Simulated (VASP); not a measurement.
P: single point with r2SCAN

The system is P.

```
CELL_PARAMETERS angstrom
4.60285 0.00000 0.00000
0.00000 4.60285 0.00000
0.00000 0.00000 3.77285
ATOMIC_POSITIONS crystal
P 0.00000 0.00000 0.00000
```

This cell differs from its parent crystal: ratio of the length along z to the lengths across it x 0.8, volume and fractional coordinates fixed.

```json
{
  "Program": "VASP 6.6.1",
  "Task": "single point",
  "Functional": "r2SCAN",
  "Potentials or basis": "VASP PAW PBE potentials, release 64 (P)",
  "Cutoff": "520 eV",
  "k mesh": "12 × 12 × 12",
  "Occupations": "gaussian, width 0.15 eV",
  "Spin": "no spin polarisation",
  "Dipole correction": "no",
  "Further INCAR settings": "ALGO = Normal; EDIFF = 1e-06; NBANDS = 8"
}
```

```
Pressure : -4.0 GPa
```

Stress tensor (GPa, compression positive):
```
-2.71  0.00  0.00
 0.00 -2.71  0.00
 0.00  0.00 -6.60
```

Levels at points of the mesh, in eV from the Fermi level:
```
           k point  band 1  band 2  band 3  band 4  band 5  band 6
(0.00, 0.00, 0.00)   -9.28    0.19    0.19    1.35    4.97    7.68
(0.50, 0.00, 0.00)   -9.18   -0.80    0.29    1.42    6.94    7.53
(0.50, 0.50, 0.00)   -9.09   -0.59   -0.59    1.48    5.96    9.09
(0.00, 0.00, 0.50)   -8.80   -1.26    0.59    0.59    7.40    8.15
(0.50, 0.00, 0.50)   -8.72   -1.08   -0.18    0.67    6.29    8.97
(0.50, 0.50, 0.50)   -8.64   -0.94   -0.04   -0.04    7.22    7.22
```

Run time: 8.6 min on 1 thread of AMD EPYC 7R43 64-Core Processor (Zen 3), with other jobs on the host, peak memory 0.23 GiB.

Caveat: the PAW data sets were made with another functional, which shifts forces and pressure a little.
